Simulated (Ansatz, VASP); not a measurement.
**One calculation of Ru, two programs**

```xyz
2
Lattice="2.7414 0.0000 0.0000 -1.3707 2.3741 0.0000 0.0000 0.0000 4.3382" Properties=species:S:1:pos:R:3 pbc="T T T"
Ru    1.3707    0.7914    3.2537
Ru    0.0000    1.5828    1.0846
```

Alike in both runs: task single point; functional LDA; k mesh 11 × 11 × 6; occupations fermi-dirac, width 0.05 eV; no spin polarisation.

```csv
,VASP,Ansatz
version,VASP 6.6.1,Ansatz 0.2.0
potentials or method,"VASP PAW LDA potentials, release 64 (Ru_pv)",JTH PAW LDA
plane-wave cutoff (eV),520,1800
valence electrons in the cell,28,32
```

|  | VASP | Ansatz | Ansatz less VASP |
| --- | --- | --- | --- |
| gap on the k mesh at the Fermi level (eV) | none | none | - |
| pressure (GPa) | -22.5 | -23.1 | -0.66 |
| traceless stress, the component that is largest in VASP (GPa) | -0.98 | -1.00 | -0.020 |

LDA's correlation is that of Perdew and Zunger in VASP and of Perdew and Wang (1992) in Ansatz. A gap of «none» marks a metal or a gap that the smearing closes. VASP's potentials hold 28 valence electrons a cell and Ansatz's 32, so a difference there can come from the potentials and not from the codes.
